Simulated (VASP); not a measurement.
Input of a VASP 6.6.1 run:

INCAR

```
SYSTEM = Be4Te
PREC = Accurate ; ENCUT = 520
EDIFF = 1E-6 ; ISMEAR = 0
SIGMA = 0.1 ; LREAL = .FALSE.
LASPH = .TRUE. ; NELM = 100
ALGO = Fast ; ISIF = 2
LWAVE = .FALSE. ; LCHARG = .FALSE.
GGA = PE ; NBANDS = 15
```

The input KPOINTS:

```
regular mesh
0
G
  6 6 6
  0 0 0
```

The input POSCAR:

```
Be4Te
1.0
   -2.8243973100      2.8243973100      2.1102346000
    2.8243973100     -2.8243973100      2.1102346000
    2.8243973100      2.8243973100     -2.1102346000
Be Te
4 1
Direct
    0.1839274900      0.1839274900      0.5342229400
    0.6497045500      0.6497045500      0.4657770600
    0.8160725100      0.3502954500      0.0000000000
    0.3502954500      0.8160725100      0.0000000000
    0.0000000000      0.0000000000      0.0000000000
```

Potentials or basis: VASP PAW PBE potentials, release 64 (Be, Te).

Command:

```sh
$ cat potpaw_PBE.64/Be/POTCAR potpaw_PBE.64/Te/POTCAR > POTCAR
$ mpirun -np 1 vasp_std > vasp.out
```

(1) Predict the largest force.

(2) What does it give for the band gap on the k mesh?

(3) What does it give for the pressure?

Answers

(1) 2.675 eV/Å.

(2) zero (bands 7 and 8 overlap by 3.68 eV).

(3) 18.9 GPa.

Caveat: the cell stands under pressure; spin-orbit coupling is left out, which moves the levels of the heavy elements; forces of over 1 eV/Å act on the atoms, so gaps and moduli don't describe the material at rest.
